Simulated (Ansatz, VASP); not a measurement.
**V: VASP beside Ansatz**

```
V
1.0
    14.00000    0.00000    0.00000
     0.00000   14.40000    0.00000
     0.00000    0.00000   14.80000
V
1
Direct
  0.50000 0.50000 0.50000
```

Alike in both runs: task single point; functional HSE06; k mesh 1 × 1 × 1; occupations fermi-dirac, width 0.01 eV; collinear spin.

|  | VASP | Ansatz |
| --- | --- | --- |
| version | VASP 6.6.1 | Ansatz 0.2.0 |
| potentials or method | VASP PAW PBE potentials, release 64 (V_sv), cutoff 400 eV | plane waves (420 eV) with PAW, scalar-relativistic |
| valence electrons in the cell | 13 | 13 |

Ansatz gave:

* gap on the k mesh at the Fermi level (eV): 2.71
* net moment per atom (μB): 5.00
* size of the moment on the site where the two differ most (μB): 5.00

Problem. Estimate VASP's values.

Solution. gap on the k mesh at the Fermi level (eV): 2.69; net moment per atom (μB): 5.00; size of the moment on the site where the two differ most (μB): 3.54.

Site moments also hang on the region over which each program counts them. Ansatz's warnings: stability check not made.
